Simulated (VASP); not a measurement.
SnO2, 6 atoms in the cell. The structure is tetragonal, space group P4_2/mnm (No. 136). The conventional cell has a = 4.738 Å, b = 4.738 Å, c = 3.187 Å, α = 90.00°, β = 90.00°, γ = 90.00°. Sn (site symmetry mmm) has 6 O at 2.05 to 2.06 Å within 2.7 Å. O (site symmetry m2m) has 3 Sn at 2.05 to 2.06 Å and 1 O at 2.59 Å within 2.7 Å. 

| Item | Value |
| --- | --- |
| Program | VASP 6.6.1 |
| Task | relaxation of cell and atoms |
| Functional | r2SCAN |
| Potentials or basis | VASP PAW PBE potentials, release 64 (Sn_d, O) |
| Cutoff | 600 eV |
| k mesh | 6 × 6 × 8 |
| Occupations | gaussian, width 0.01 eV |
| Spin | no spin polarisation |
| Dipole correction | no |
| Further INCAR settings | ALGO = Normal; EDIFF = 1e-06; IBRION = 2; EDIFFG = -0.01; NSW = 80; ISIF = 3 |

Potentials or basis: VASP PAW PBE potentials, release 64 (Sn_d, O).

Command:

```console
$ cat potpaw_PBE.64/Sn_d/POTCAR potpaw_PBE.64/O/POTCAR > POTCAR
$ cp INCAR.step1 INCAR
$ mpirun -np 1 vasp_std > vasp.out
$ cp INCAR.step2 INCAR
$ mpirun -np 1 vasp_std > vasp.out
```

Hardware: 1 thread of Oxide Virtual Turin-like Processor (shared host).

**Question.** Estimate the wall time of this run.

**Answer.** Run time: 48 min on 1 thread of Oxide Virtual Turin-like Processor (shared host), peak memory 0.27 GiB. Counts: k points 50, ion steps 5.
